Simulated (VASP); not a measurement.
Set up this calculation in VASP 6.6.1, as the native input.

* Task: single point
* Functional: PBE
* Potentials or basis: VASP PAW PBE potentials, release 64 (Yb)
* Cutoff: 520 eV
* k mesh: 14 × 14 × 14
* Occupations: gaussian, width 0.15 eV
* Spin: no spin polarisation
* Dipole correction: no
* Further INCAR settings: ALGO = Fast; EDIFF = 1e-06; NBANDS = 18

The structure of Yb lies in POSCAR:

```
Yb
1.0
   -0.1436484195      2.6117894455      2.6836136553
    2.4681410260      0.0000000000      2.5399652357
    2.6117894455      2.6117894455     -0.1436484195
Yb
1
Direct
    0.0000000000      0.0000000000      0.0000000000
```

This cell differs from its parent crystal: engineering shear strain xz -0.1100, normal strain along z +0.0275.

The input as run:

INCAR

```
SYSTEM = Yb
ALGO     = Fast           ! electronic algorithm
EDIFF    = 1E-6           ! SCF threshold, eV
ENCUT    = 520            ! plane-wave cutoff, eV
GGA      = PE             ! functional
ISIF     = 2              ! what is computed and relaxed
ISMEAR   = 0              ! smearing method
LASPH    = .True.         ! aspherical terms in the spheres
LCHARG   = .False.        ! write CHGCAR
LREAL    = .False.        ! projectors in reciprocal space
LWAVE    = .False.        ! write WAVECAR
NBANDS   = 18             ! bands
NELM     = 80             ! most SCF steps
PREC     = Accurate       ! precision mode
SIGMA    = 0.15           ! smearing width, eV
```

KPOINTS

```
k-points
0
Gamma
  14 14 14
  0 0 0
```

Potentials or basis: VASP PAW PBE potentials, release 64 (Yb).

Run with:

```sh
$ cat potpaw_PBE.64/Yb/POTCAR > POTCAR
$ mpirun -np 1 vasp_std > vasp.out
```

It gave:

```json
{
  "Pressure": "2.2 GPa",
  "Band gap on the k mesh": "zero (bands 12 and 13 overlap by 0.31 eV)"
}
```

Caveat: the cell differs from its parent crystal (engineering shear strain xz -0.1100, normal strain along z +0.0275); spin-orbit coupling is left out, which moves the levels of the heavy elements.

It took 12 min on 1 thread of Intel(R) Xeon(R) 6975P-C (Granite Rapids) (shared host), peak memory 0.62 GiB.
